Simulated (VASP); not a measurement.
Si2Mo:

```xyz
3
Lattice="-1.5784 1.5784 3.8774 1.5784 -1.5784 3.8774 1.5784 1.5784 -3.8774" Properties=species:S:1:pos:R:3 pbc="T T T"
Mo    0.0000    0.0000    0.0000
Si    0.0000    0.0000    5.1724
Si    0.0000    0.0000    2.5823
```

Program: VASP 6.6.1. Alike in all runs: task single point; potentials or basis VASP PAW PBE potentials, release 64 (Mo_sv, Si); no spin polarisation; cell as given; k mesh 12 × 12 × 12; cutoff (eV) 520; smearing fermi-dirac 0.05 eV.

Q: Order these runs on this cell by their pressure, lowest first.
A. level PBE+D3(BJ)
B. level PBE
C. level r2SCAN

A: A (4.4 GPa), C (8.7 GPa), B (12.2 GPa).

Caveats: the cell stands under pressure; the PAW data sets were made with another functional, which shifts forces and pressure a little (at least some runs).
